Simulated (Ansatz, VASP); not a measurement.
## One calculation of Mo, two programs

File INCAR:

```
SYSTEM = Mo
PREC = Accurate ; ENCUT = 520
EDIFF = 1E-6 ; ISMEAR = 0
SIGMA = 0.15 ; LREAL = .FALSE.
LASPH = .TRUE. ; NELM = 60
ALGO = Fast ; ISIF = 2
LWAVE = .FALSE. ; LCHARG = .FALSE.
GGA = PE ; NBANDS = 13
```

KPOINTS

```
regular mesh
0
G
  22 22 22
  0 0 0
```

File POSCAR:

```
Mo
1.0
   -1.6966800000      1.6966800000      1.6338400000
    1.6966800000     -1.6966800000      1.6338400000
    1.6966800000      1.6966800000     -1.6338400000
Mo
1
Direct
    0.0000000000      0.0000000000      0.0000000000
```

Input for Ansatz:

```yaml
crystal:
  lattice:
    - [-1.69668, 1.69668, 1.63384]
    - [1.69668, -1.69668, 1.63384]
    - [1.69668, 1.69668, -1.63384]
  atoms:
    - { symbol: Mo, position: [0.0, 0.0, 0.0] }
basis:
  ecutwfc: 420
kpoints:
  mp_grid: { grid: [22, 22, 22] }
hamiltonian:
  xc: pbe
scf:
  occupations: { method: gaussian, width: 0.15 }
output:
  forces: true
  stress: true
  eigenvalues: true
```

Change from the starting cell: strain +0.080 along x and y, +0.040 along z, atoms carried along.

Alike in both runs: task single point; functional PBE; k mesh 22 × 22 × 22; occupations gaussian, width 0.15 eV; no spin polarisation.

|  | VASP | Ansatz |
| --- | --- | --- |
| version | VASP 6.6.1 | Ansatz 0.2.0 |
| potentials or method | VASP PAW PBE potentials, release 64 (Mo_sv), cutoff 520 eV | scalar-relativistic, plane waves, PAW |
| valence electrons in the cell | 14 | 14 |

VASP gave:

```
gap on the k mesh at the Fermi level (eV)                     : none
pressure (GPa)                                                : -30.6
traceless stress, the component that is largest in VASP (GPa) : 5.02
```

Problem. Estimate Ansatz's values.

Solution. gap on the k mesh at the Fermi level (eV): none; pressure (GPa): -30.9; traceless stress, the component that is largest in VASP (GPa): 5.02.

A gap of «none» marks a metal or a gap that the smearing closes. Both programs put the cell under strong tension, so it lies far from rest at this level.

Noted on VASP's run: the cell as given lies far from equilibrium.
